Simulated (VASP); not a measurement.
## Cd2I: relaxation of cell and atoms with PBE

Cd2I:

```
Cd I
1.0
     0.00000    4.49803    4.49803
     4.49803    0.00000    4.49803
     4.49803    4.49803    0.00000
Cd I
4 2
Direct
  0.62500 0.62500 0.62500
  0.12500 0.62500 0.62500
  0.62500 0.62500 0.12500
  0.62500 0.12500 0.62500
  0.00000 0.00000 0.00000
  0.25000 0.25000 0.25000
```

* Program: VASP 6.6.1
* Task: relaxation of cell and atoms
* Functional: PBE
* Potentials or basis: VASP PAW PBE potentials, release 64 (Cd, I)
* Cutoff: 600 eV
* k mesh: 8 × 8 × 8
* Occupations: gaussian, width 0.1 eV
* Spin: no spin polarisation
* Dipole correction: no
* Further INCAR settings: ALGO = Normal; EDIFF = 1e-06; IBRION = 2; EDIFFG = -0.01; NSW = 100; ISIF = 3

```yaml
Relaxed_volume: 29.54 Å³/atom
Relaxed_cell: a = 6.305 Å, b = 6.305 Å, c = 6.305 Å, α = 60.00°, β = 60.00°, γ = 60.00°
Space_group_after_relaxing_to_0.05_Å: Fd-3m (No. 227)
Energy_gained_by_relaxing: 1.5 meV/atom
Ionic_steps: 3
Pressure_after_relaxing: 0.0 GPa
Band_gap_on_the_k_mesh: zero (band 31 reaches 3.47 eV, above the bottom of band 32 at 2.59 eV)
```

Step by step:
```tsv
step	energy change (eV)	largest force (eV/Å)	pressure (GPa)	volume (Å³)
1	0.0000	0.0000	-0.63	182.01
2	-0.0082	0.0000	-0.22	178.90
3	-0.0090	0.0000	0.03	177.26
```

Final structure:
```yaml
crystal:
  lattice:
    - [0.00000, 4.45853, 4.45853]
    - [4.45853, 0.00000, 4.45853]
    - [4.45853, 4.45853, 0.00000]
  atoms:
    - { symbol: Cd, position: [0.62500, 0.62500, 0.62500] }
    - { symbol: Cd, position: [0.12500, 0.62500, 0.62500] }
    - { symbol: Cd, position: [0.62500, 0.62500, 0.12500] }
    - { symbol: Cd, position: [0.62500, 0.12500, 0.62500] }
    - { symbol: I, position: [0.00000, 0.00000, 0.00000] }
    - { symbol: I, position: [0.25000, 0.25000, 0.25000] }
```

Levels at points of the mesh, in eV from the Fermi level:
| k point | band 29 | band 30 | band 31 | band 32 | band 33 | band 34 |
| --- | --- | --- | --- | --- | --- | --- |
| (0.00, 0.00, 0.00) | -2.67 | -1.11 | 0.18 | 0.18 | 0.18 | 1.60 |
| (0.50, 0.00, 0.00) | -1.97 | -1.33 | -0.05 | -0.05 | 1.13 | 2.48 |
| (0.50, 0.50, 0.00) | -1.29 | -1.29 | 0.53 | 0.53 | 1.82 | 1.82 |

Run time: 5 min on 1 thread of Intel(R) Xeon(R) 6975P-C (Granite Rapids), on a shared host, peak memory 0.53 GiB.

Caveat: spin-orbit coupling is left out, which moves the levels of the heavy elements.
